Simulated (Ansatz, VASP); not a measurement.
# MoS2: VASP beside Ansatz

INCAR

```
SYSTEM = MoS2
PREC = Accurate ; ENCUT = 520
EDIFF = 1E-6 ; ISMEAR = -1
SIGMA = 0.03 ; LREAL = .FALSE.
LASPH = .TRUE. ; NELM = 60
ALGO = Normal ; ISIF = 2
LWAVE = .FALSE. ; LCHARG = .FALSE.
GGA = PE ; NBANDS = 20
```

Contents of KPOINTS:

```
regular mesh
0
G
  6 6 6
  0 0 0
```

File POSCAR:

```
MoS2
1.0
    1.5800000000      0.9122134253      6.1500000000
   -1.5800000000      0.9122134253      6.1500000000
    0.0000000000     -1.8244268506      6.1500000000
Mo S
1 2
Direct
    0.0000000000      0.0000000000      0.0000000000
    0.4170000000      0.4170000000      0.4170000000
    0.2500000000      0.2500000000      0.2500000000
```

input.yaml

```yaml
crystal:
  lattice:
    - [1.58, 0.9122134253, 6.15]
    - [-1.58, 0.9122134253, 6.15]
    - [0.0, -1.8244268506, 6.15]
  atoms:
    - { symbol: Mo, position: [0.0, 0.0, 0.0] }
    - { symbol: S, position: [0.417, 0.417, 0.417] }
    - { symbol: S, position: [0.25, 0.25, 0.25] }
kpoints:
  mp_grid: { grid: [6, 6, 6] }
scf:
  occupations: { method: fermi_dirac, width: 0.03 }
hamiltonian:
  xc: pbe
  pseudopotentials: { kind: all_electron, lapw: { basis_error: 0.002 } }
output:
  forces: true
  stress: true
  eigenvalues: true
```

Alike in both runs: task single point; functional PBE; k mesh 6 × 6 × 6; occupations fermi-dirac, width 0.03 eV; no spin polarisation.

|  | VASP | Ansatz |
| --- | --- | --- |
| version | VASP 6.6.1 | Ansatz 0.2.0 |
| potentials or method | VASP PAW PBE potentials, release 64 (Mo_sv, S), cutoff 520 eV | all-electron LAPW, scalar-relativistic |

VASP gave:

| Item | Value |
| --- | --- |
| gap on the k mesh at the Fermi level (eV) | 0.94 |
| least direct gap on the mesh (eV) | 1.71 |
| pressure (GPa) | 5.2 |
| traceless stress, the component that is largest in VASP (GPa) | 1.59 |
| rms of the force components (eV/Å) | 0.224 |

Problem. What did Ansatz give for the same quantities?

Solution. gap on the k mesh at the Fermi level (eV): 0.93; least direct gap on the mesh (eV): 1.71; pressure (GPa): 5.4; traceless stress, the component that is largest in VASP (GPa): 1.63; rms of the force components (eV/Å): 0.231.

Atom by atom the forces differ by 0.008 eV/Å (rms over components). Ansatz ran all-electron here, and VASP with PAW potentials.
